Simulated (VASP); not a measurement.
Set up this calculation in VASP 6.6.1, as the native input.

```
Task                   : single point
Functional             : PBEsol
Potentials or basis    : VASP PAW PBE potentials, release 64 (S)
Cutoff                 : 520 eV
k mesh                 : 19 × 19 × 19
Occupations            : fermi-dirac, width 0.1 eV
Spin                   : no spin polarisation
Dipole correction      : no
Further INCAR settings : ALGO = Normal; EDIFF = 1e-07; NBANDS = 9
```

The structure of S lies in POSCAR:

```
S
1.0
   -1.3801048167      1.3801048167      1.3801048167
    1.3801048167     -1.3801048167      1.3801048167
    1.3801048167      1.3801048167     -1.3801048167
S
1
Direct
    0.0000000000      0.0000000000      0.0000000000
```

This isn't the form of S at room conditions, which is orthorhombic, of S8 rings.

One way to write it, as run:

INCAR

```
ALGO = Normal ; EDIFF = 1E-7
ENCUT = 520 ; GGA = PS
ISIF = 2 ; ISMEAR = -1
LASPH = T ; LCHARG = F
LREAL = F ; LWAVE = F
NBANDS = 9 ; NELM = 100
PREC = Accurate ; SIGMA = 0.1
```

KPOINTS

```
k-points
0
Gamma
  19 19 19
```

Potentials or basis: VASP PAW PBE potentials, release 64 (S).

Command:

```bash
$ cat potpaw_PBE.64/S/POTCAR > POTCAR
$ mpirun -np 1 vasp_std > vasp.out
```

Results of the run:

The pressure is 68.9 GPa and the band gap on the k mesh is zero (bands 3 and 4 overlap by 12.24 eV).

Caveat: the cell stands under pressure; the PAW data sets were made with another functional, which shifts forces and pressure a little.

It took 18 s on 1 thread of AMD EPYC 7R13, with other jobs on the host, peak memory 0.1 GiB.
